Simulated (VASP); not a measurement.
# TiO2 (P2_1/c) in VASP: single point with PBE+U

Aim: the single point of TiO2 with PBE+U.

All numbers are computed with VASP 6.6.1; they aren't measurements. Logs are shortened: lines on timing, memory, paths and dates and some standing lists are left out, and cuts for length are marked.

## (1) The cell of the first run

Symmetry: P2_1/c, No. 14, monoclinic system. Conventional cell: a = 4.589 Å, b = 4.849 Å, c = 4.736 Å, α = 90.00°, β = 98.60°, γ = 90.00°. Within 2.4 Å of Ti (site symmetry 1) lie 7 O at 1.82 to 2.27 Å. Within 2.7 Å of O (site symmetry 1) lie 3 Ti at 1.92 to 2.27 Å and 9 O at 2.41 to 2.69 Å. O (site symmetry 1) has 4 Ti at 1.82 to 2.11 Å and 9 O at 2.32 to 2.86 Å within 2.9 Å.

## (2) Single point, PBE+U, collinear spin

File INCAR:

```
SYSTEM = TiO2
PREC = Accurate
ENCUT = 520
EDIFF = 1E-6
ISMEAR = -1
SIGMA = 0.003
LREAL = .False.
LASPH = .True.
NELM = 150
ALGO = Normal
ISIF = 2
LWAVE = .False.
LCHARG = .False.
ISPIN = 2
MAGMOM = 1 1 1 1 0 0 0 0 0 0 0 0
LORBIT = 11
LMAXMIX = 4
LDAU = .True.
LDAUTYPE = 2
LDAUL = 2 -1
LDAUU = 6.9 0
LDAUJ = 0 0
LDAUPRINT = 1
GGA = PE
NBANDS = 64
```

File KPOINTS:

```
regular mesh
0
Gamma
  4 4 4
  0 0 0
```

File POSCAR:

```
TiO2
1.0
    4.5890000000      0.0000000000      0.0000000000
    0.0000000000      4.8490000000      0.0000000000
   -0.7082000000      0.0000000000      4.6827500000
Ti O
4 8
Direct
    0.3090000000      0.0450000000      0.2180000000
    0.6910000000      0.5450000000      0.2820000000
    0.6910000000      0.9550000000      0.7820000000
    0.3090000000      0.4550000000      0.7180000000
    0.0560000000      0.3470000000      0.2820000000
    0.9440000000      0.8470000000      0.2180000000
    0.9440000000      0.6530000000      0.7180000000
    0.0560000000      0.1530000000      0.7820000000
    0.4250000000      0.7270000000      0.4630000000
    0.5750000000      0.2270000000      0.0370000000
    0.5750000000      0.2730000000      0.5370000000
    0.4250000000      0.7730000000      0.9630000000
```

Potentials or basis: VASP PAW PBE potentials, release 64 (Ti_sv, O).

Command:

```console
$ cat potpaw_PBE.64/Ti_sv/POTCAR potpaw_PBE.64/O/POTCAR > POTCAR
$ mpirun -np 1 vasp_std > vasp.out
```

OUTCAR:

```text
SYSTEM = TiO2
   PREC = Accurate
   ENCUT = 520
   EDIFF = 1E-6
   ISMEAR = -1
   LREAL = .False.
   LASPH = .True.
   NELM = 150
   ISIF = 2
   ISPIN = 2
   LORBIT = 11
   GGA = PE

 ion  position               nearest neighbor table
   1  0.309  0.045  0.218-  10 1.82  12 1.92   5 1.92   6 1.93   9 1.96  11 2.11   8 2.27
   2  0.691  0.545  0.282-   9 1.82  11 1.92   6 1.92   5 1.93  10 1.96  12 2.11   7 2.27
   3  0.691  0.955  0.782-  12 1.82  10 1.92   7 1.92   8 1.93  11 1.96   9 2.11   6 2.27
   4  0.309  0.455  0.718-  11 1.82   9 1.92   8 1.92   7 1.93  12 1.96  10 2.11   5 2.27
   5  0.056  0.347  0.282-   1 1.92   2 1.93   4 2.27
   6  0.944  0.847  0.218-   2 1.92   1 1.93   3 2.27
   7  0.944  0.653  0.718-   3 1.92   4 1.93   2 2.27
   8  0.056  0.153  0.782-   4 1.92   3 1.93   1 2.27
   9  0.425  0.727  0.463-   2 1.82   4 1.92   1 1.96   3 2.11
  10  0.575  0.227  0.037-   1 1.82   3 1.92   2 1.96   4 2.11
  11  0.575  0.273  0.537-   4 1.82   2 1.92   3 1.96   1 2.11
  12  0.425  0.773  0.963-   3 1.82   1 1.92   4 1.96   2 2.11

  LATTYP: Found a simple monoclinic cell.
 ALAT       =     4.5890000000
 B/A-ratio  =     1.0566572238
 C/A-ratio  =     1.0320330951
 COS(beta)  =    -0.1495354770

  Lattice vectors:

 A1 = (   4.5890000000,   0.0000000000,   0.0000000000)
 A2 = (   0.0000000000,   4.8490000000,   0.0000000000)
 A3 = (  -0.7082000000,   0.0000000000,   4.6827500000)

Analysis of symmetry for initial positions (statically):
=====================================================================
 Subroutine PRICEL returns:
 Original cell was already a primitive cell.

 Routine SETGRP: Setting up the symmetry group for a
 simple monoclinic supercell.

 Subroutine GETGRP returns: Found  4 space group operations
 (whereof  2 operations were pure point group operations)
 out of a pool of  4 trial point group operations.

The static configuration has the point symmetry S_2 .
 The point group associated with its full space group is C_2h.

Analysis of symmetry for dynamics (positions and initial velocities):
=====================================================================
 Subroutine PRICEL returns:
 Original cell was already a primitive cell.

 Routine SETGRP: Setting up the symmetry group for a
 simple monoclinic supercell.

 Subroutine GETGRP returns: Found  4 space group operations
 (whereof  2 operations were pure point group operations)
 out of a pool of  4 trial point group operations.

The dynamic configuration has the point symmetry S_2 .
 The point group associated with its full space group is C_2h.

Analysis of structural, dynamic, and magnetic symmetry:
=====================================================================
 Subroutine PRICEL returns:
 Original cell was already a primitive cell.

 Routine SETGRP: Setting up the symmetry group for a
 simple monoclinic supercell.

 Subroutine GETGRP returns: Found  4 space group operations
 (whereof  2 operations were pure point group operations)
 out of a pool of  4 trial point group operations.

The overall configuration has the point symmetry S_2 .
 The point group associated with its full space group is C_2h.

 Subroutine INISYM returns: Found  4 space group operations
 (whereof  2 operations are pure point group operations),
 and found     1 'primitive' translations

----------------------------------------------------------------------------------------

                                     Primitive cell

[... 131 lines left out ...]
  volume/ion in A,a.u.               =       8.68        58.60
  Fermi-wavevector in a.u.,A,eV,Ry     =   1.592972  3.010281 34.525602  2.537560
  Thomas-Fermi vector in A             =   2.691274
   LORBIT       =     11    0 simple, 1 ext, 2 COOP (PROOUT), +10 PAW based schemes
 LDA+U is selected, type is set to LDAUTYPE =  2
   angular momentum for each species LDAUL =     2   -1
   U (eV)           for each species LDAUU =   6.9  0.0
   J (eV)           for each species LDAUJ =   0.0  0.0
   GGA     = PE    functional components
   LHFCALC =     F    Hartree Fock is set to
   AEXX    =    0.0000 exact exchange contribution
   IVDW    =     0    specifies the selected vdW correction
   LEPSILON=     F    determine dielectric tensor
   LRPA    =     F    only Hartree local field effects (RPA)
 spin polarized calculation
  energy-cutoff  :      520.00
  volume of cell :      104.20
 maximum number of plane-waves:      2833
 NGX is ok and might be reduce to    36
   NGX = 17   NGY = 19   NGZ = 17

 number of electron      95.9999980 magnetization      -0.0000001

atom =   1  type =  1  l = 2

 onsite density matrix

spin component  1
[... 116 lines left out ...]
  o =  0.1079  v =  0.0000  0.0000  0.0000  0.0000  0.0000 -0.3638 -0.1427 -0.1468 -0.1301 -0.8993      0.0000  0.0000  0.0000  0.0000  0.0000  0.0000  0.0000  0.0000  0.0000  0.0000
  o =  0.1079  v = -0.3638 -0.1427 -0.1469 -0.1300 -0.8993  0.0000  0.0000  0.0000  0.0000  0.0000      0.0000  0.0000  0.0000  0.0000  0.0000  0.0000  0.0000  0.0000  0.0000  0.0000
  o =  0.1092  v =  0.0000  0.0000  0.0000  0.0000  0.0000  0.0279  0.0665 -0.7800  0.6214  0.0157      0.0000  0.0000  0.0000  0.0000  0.0000  0.0000  0.0000  0.0000  0.0000  0.0000
  o =  0.1092  v =  0.0280  0.0665 -0.7800  0.6214  0.0157  0.0000  0.0000  0.0000  0.0000  0.0000      0.0000  0.0000  0.0000  0.0000  0.0000  0.0000  0.0000  0.0000  0.0000  0.0000
  o =  0.1668  v =  0.0000  0.0000  0.0000  0.0000  0.0000  0.3507  0.7911 -0.2447 -0.4034 -0.1691      0.0000  0.0000  0.0000  0.0000  0.0000  0.0000  0.0000  0.0000  0.0000  0.0000
  o =  0.1668  v =  0.3507  0.7910 -0.2448 -0.4034 -0.1691  0.0000  0.0000  0.0000  0.0000  0.0000      0.0000  0.0000  0.0000  0.0000  0.0000  0.0000  0.0000  0.0000  0.0000  0.0000
  o =  0.1862  v =  0.0000  0.0000  0.0000  0.0000  0.0000 -0.0731  0.4803  0.5460  0.6431 -0.2288      0.0000  0.0000  0.0000  0.0000  0.0000  0.0000  0.0000  0.0000  0.0000  0.0000
  o =  0.1862  v = -0.0731  0.4803  0.5460  0.6430 -0.2288  0.0000  0.0000  0.0000  0.0000  0.0000      0.0000  0.0000  0.0000  0.0000  0.0000  0.0000  0.0000  0.0000  0.0000  0.0000
  o =  0.2699  v =  0.0000  0.0000  0.0000  0.0000  0.0000 -0.8594  0.3446 -0.1095 -0.1441  0.3317      0.0000  0.0000  0.0000  0.0000  0.0000  0.0000  0.0000  0.0000  0.0000  0.0000
  o =  0.2699  v = -0.8594  0.3446 -0.1095 -0.1441  0.3317  0.0000  0.0000  0.0000  0.0000  0.0000      0.0000  0.0000  0.0000  0.0000  0.0000  0.0000  0.0000  0.0000  0.0000  0.0000

 number of electron      95.9999980 magnetization       0.0000002

 Free energy of the ion-electron system (eV)
  ---------------------------------------------------
  ext. energy  EPLUGINS =         0.00000000
  ---------------------------------------------------
  free energy    TOTEN  =       -82.03297570 eV

  energy without entropy =      -82.03297570  energy(sigma->0) =      -82.03297570

 E-fermi :   8.5977     XC(G=0): -12.5860

 val. band max:        8.5182506512   @ k =   0.5000   0.0000   0.0000
 cond. band min:      10.3751100718   @ k =   0.0000   0.0000   0.0000
 fundamental gap:      1.8568594207
 Fermi energy:         8.5977077136

 spin component 1

 k-point     1 :       0.0000    0.0000    0.0000
  band No.  band energies     occupation
      1     -50.7847      1.00000
      2     -50.7185      1.00000
      3     -50.7126      1.00000
      4     -50.6975      1.00000
      5     -27.3361      1.00000
      6     -27.2779      1.00000
[... 3017 lines left out ...]
     59      12.3107      0.00000
     60      12.3107      0.00000

 [... further k-points ...]

 [bands above 60 left out]

------------------------ aborting loop because EDIFF is reached ----------------------------------------

  FORCE on cell =-STRESS in cart. coord.  units (eV):
  Direction    XX          YY          ZZ          XY          YZ          ZX
  --------------------------------------------------------------------------------------
  -------------------------------------------------------------------------------------
  Total       31.2782203     39.9147161     36.6587456      0.0000000      0.0000000     -8.7654897
  in kB      480.9294830    613.7230186    563.6596784      0.0000000      0.0000000   -134.7769282
  external PRESSURE =     552.7707267 kB  Pullay stress =       0.0000000 kB

 VOLUME and BASIS-vectors are now :
 -----------------------------------------------------------------------------
  energy-cutoff  :      520.00
  volume of cell :      104.20
      direct lattice vectors                 reciprocal lattice vectors
     4.589000000  0.000000000  0.000000000     0.217912399  0.000000000  0.032956182
     0.000000000  4.849000000  0.000000000     0.000000000  0.206228088  0.000000000
    -0.708200000  0.000000000  4.682750000     0.000000000  0.000000000  0.213549730

 POSITION                                       TOTAL-FORCE (eV/Angst)
 -----------------------------------------------------------------------------------
      1.26361      0.21821      1.02084        -6.960333      0.452912      0.604920
      2.97129      2.64271      1.32054         6.960333      0.452912     -0.604920
      2.61719      4.63079      3.66191         6.960333     -0.452912     -0.604920
      0.90951      2.20629      3.36221        -6.960333     -0.452912      0.604920
      0.05727      1.68260      1.32054         2.013741      0.338804      1.178630
      4.17763      4.10710      1.02084        -2.013741      0.338804     -1.178630
      3.82353      3.16640      3.36221        -2.013741     -0.338804     -1.178630
     -0.29683      0.74190      3.66191         2.013741     -0.338804      1.178630
      1.62243      3.52522      2.16811        -0.692204      3.817049      1.487196
      2.61247      1.10072      0.17326         0.692204      3.817049     -1.487196
      2.25837      1.32378      2.51464         0.692204     -3.817049     -1.487196
      1.26833      3.74828      4.50949        -0.692204     -3.817049      1.487196
 -----------------------------------------------------------------------------------
    total drift:                                0.000000     -0.000000     -0.000000

  FREE ENERGIE OF THE ION-ELECTRON SYSTEM (eV)
  ---------------------------------------------------
  free  energy   TOTEN  =       -82.0329757030 eV

  energy  without entropy=      -82.0329757030  energy(sigma->0) =      -82.03297570

 total charge

# of ion       s       p       d       tot
------------------------------------------
    1        2.246   6.351   1.650  10.246
    2        2.246   6.351   1.650  10.246
    3        2.246   6.351   1.650  10.246
    4        2.246   6.351   1.650  10.246
    5        1.576   3.508   0.000   5.084
    6        1.576   3.508   0.000   5.084
    7        1.576   3.508   0.000   5.084
    8        1.576   3.508   0.000   5.084
    9        1.586   3.655   0.000   5.241
   10        1.586   3.655   0.000   5.241
   11        1.586   3.655   0.000   5.241
   12        1.586   3.655   0.000   5.241
--------------------------------------------------
tot         21.630  54.056   6.598  82.284

 magnetization (x)

# of ion       s       p       d       tot
------------------------------------------
    1        0.000  -0.000   0.000   0.000
    2        0.000  -0.000   0.000   0.000
    3        0.000  -0.000   0.000   0.000
    4        0.000  -0.000   0.000   0.000
    5       -0.000  -0.000   0.000  -0.000
    6       -0.000  -0.000   0.000  -0.000
    7       -0.000  -0.000   0.000  -0.000
    8       -0.000  -0.000   0.000  -0.000
    9       -0.000  -0.000   0.000  -0.000
   10       -0.000  -0.000   0.000  -0.000
   11       -0.000  -0.000   0.000  -0.000
   12       -0.000  -0.000   0.000  -0.000
--------------------------------------------------
tot          0.000  -0.000   0.000   0.000
```

Run time: 5.6 min. Hardware: 1 thread of Oxide Virtual Turin-like, shared host; peak memory 0.37 GiB.

What came out:

```
Free energy                                           : -82.0330 eV
Pressure                                              : 55.3 GPa
Largest force                                         : 7.001 eV/Å
Band gap on the k mesh                                : 1.86 eV
Net moment                                            : 0.00 μB per cell
Valence electrons inside the program's atomic spheres : Ti 10.25; O 5.08, 5.24 (each value once)
```

Forces in eV/Å, atoms in the order of the input:
```
Ti  -6.960  0.453  0.605
Ti   6.960  0.453 -0.605
Ti   6.960 -0.453 -0.605
Ti  -6.960 -0.453  0.605
O    2.014  0.339  1.179
O   -2.014  0.339 -1.179
O   -2.014 -0.339 -1.179
O    2.014 -0.339  1.179
O   -0.692  3.817  1.487
O    0.692  3.817 -1.487
O    0.692 -3.817 -1.487
O   -0.692 -3.817  1.487
```

Stress tensor (GPa, compression positive):
```
 48.09   0.00 -13.48
  0.00  61.37   0.00
-13.48   0.00  56.37
```

Levels at points of the mesh, in eV from the valence-band top:
Spin up:
```
           k point  band 44  band 45  band 46  band 47  band 48  band 49  band 50  band 51  band 52  band 53
(0.00, 0.00, 0.00)    -1.56    -1.18    -0.27    -0.26    -0.10     1.86     2.49     2.75     2.94     3.09
(0.50, 0.00, 0.00)    -1.61    -1.45    -0.67    -0.24     0.00     1.86     2.32     2.67     2.90     2.99
(0.00, 0.50, 0.00)    -2.06    -1.03    -1.03    -0.54    -0.54     2.22     2.22     2.95     2.95     3.35
(0.50, 0.50, 0.00)    -2.17    -1.77    -1.77    -0.70    -0.70     2.34     2.34     2.80     2.80     3.50
(0.00, 0.00, 0.50)    -2.25    -1.17    -1.17    -0.30    -0.30     2.37     2.37     3.01     3.01     3.53
(0.50, 0.00, 0.50)    -2.03    -1.68    -1.68    -0.25    -0.25     2.26     2.26     3.10     3.10     3.24
(0.00, 0.50, 0.50)    -2.13    -1.50    -1.50    -0.93    -0.93     2.26     2.26     2.66     2.66     3.17
(0.50, 0.50, 0.50)    -2.32    -1.52    -1.52    -1.50    -1.50     2.49     2.49     2.56     2.56     3.46
```
Spin down:
```csv
k point,band 45,band 46,band 47,band 48,band 49,band 50,band 51,band 52
"(0.00, 0.00, 0.00)",-1.18,-0.27,-0.26,-0.10,1.86,2.49,2.75,2.94
"(0.50, 0.00, 0.00)",-1.45,-0.67,-0.24,0.00,1.86,2.32,2.67,2.90
"(0.00, 0.50, 0.00)",-1.03,-1.03,-0.54,-0.54,2.22,2.22,2.95,2.95
"(0.50, 0.50, 0.00)",-1.77,-1.77,-0.70,-0.70,2.34,2.34,2.80,2.80
"(0.00, 0.00, 0.50)",-1.17,-1.17,-0.30,-0.30,2.37,2.37,3.01,3.01
"(0.50, 0.00, 0.50)",-1.68,-1.68,-0.25,-0.25,2.26,2.26,3.10,3.10
"(0.00, 0.50, 0.50)",-1.50,-1.50,-0.93,-0.93,2.26,2.26,2.66,2.66
"(0.50, 0.50, 0.50)",-1.52,-1.52,-1.50,-1.50,2.49,2.49,2.56,2.56
```

Eigenvalues of the final occupation matrices:
```csv
site,spin,trace,eigenvalues
site 1 d,1,0.84,0.11 0.11 0.17 0.19 0.27
site 1 d,2,0.84,0.11 0.11 0.17 0.19 0.27
site 2 d,1,0.84,0.11 0.11 0.17 0.19 0.27
site 2 d,2,0.84,0.11 0.11 0.17 0.19 0.27
site 3 d,1,0.84,0.11 0.11 0.17 0.19 0.27
site 3 d,2,0.84,0.11 0.11 0.17 0.19 0.27
site 4 d,1,0.84,0.11 0.11 0.17 0.19 0.27
site 4 d,2,0.84,0.11 0.11 0.17 0.19 0.27
```

Caveat: the cell stands under pressure; forces of over 1 eV/Å act on the atoms, so gaps and moduli don't describe the material at rest.
